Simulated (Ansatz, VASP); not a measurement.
# CsI in VASP and in Ansatz

Contents of INCAR:

```
  PREC = Accurate
  ENCUT = 500
  EDIFF = 1E-6
  ISMEAR = -1
  SIGMA = 0.01
  LREAL = False
  LASPH = True
  NELM = 120
  ALGO = Normal
  ISIF = 2
  LWAVE = False
  LCHARG = False
  GGA = CA
  NBANDS = 15
  GGA_COMPAT = False
```

The input KPOINTS:

```
Automatic mesh
0
Gamma
  7 7 7
```

Contents of POSCAR:

```
CsI
1.0
    4.6123670000      0.0000000000      0.0000000000
    0.0000000000      4.6123670000      0.0000000000
    0.0000000000      0.0000000000      4.5667000000
Cs I
1 1
Direct
    0.0000000000      0.0000000000      0.0000000000
    0.5000000000      0.5000000000      0.5000000000
```

Input for Ansatz:

```yaml
crystal:
  lattice:
    - [4.612367, 0.0, 0.0]
    - [0.0, 4.612367, 0.0]
    - [0.0, 0.0, 4.5667]
  atoms:
    - { symbol: Cs, position: [0.0, 0.0, 0.0] }
    - { symbol: I, position: [0.5, 0.5, 0.5] }
kpoints:
  mp_grid: { grid: [7, 7, 7] }
  band_path:
    path:
      - [0.0, 0.0, 0.0]
      - [0.0, 0.5, 0.0]
      - [0.5, 0.5, 0.0]
      - [0.0, 0.0, 0.0]
      - [0.0, 0.0, 0.5]
      - [0.0, 0.5, 0.5]
      - [0.5, 0.5, 0.5]
      - [0.0, 0.0, 0.5]
      - [0.0, 0.5, 0.0]
    npoints: 5
scf:
  occupations: { method: fermi_dirac, width: 0.01 }
hamiltonian:
  xc: lda
  pseudopotentials: { kind: all_electron, lapw: { basis_error: 0.00025 } }
output:
  forces: true
  stress: true
  eigenvalues: true
```

Change from the starting cell: equal xx and yy strain of +1 %.

Alike in both runs: task single point; functional LDA; k mesh 7 × 7 × 7; occupations fermi-dirac, width 0.01 eV; no spin polarisation.

|  | VASP | Ansatz |
| --- | --- | --- |
| version | VASP 6.6.1 | Ansatz 0.2.0 |
| potentials or method | VASP PAW LDA potentials, release 64 (Cs_sv, I), cutoff 500 eV | all-electron LAPW, scalar-relativistic |

```tsv
	VASP	Ansatz	Ansatz less VASP
gap on the k mesh at the Fermi level (eV)	3.47	3.46	-0.009
pressure (GPa)	-1.5	-1.6	-0.03
traceless stress, the component that is largest in VASP (GPa)	0.11	0.11	0.000
```

LDA's correlation is that of Perdew and Zunger in VASP and of Perdew and Wang (1992) in Ansatz. Ansatz ran all-electron here, and VASP with PAW potentials.

Neither program's run includes spin-orbit coupling.
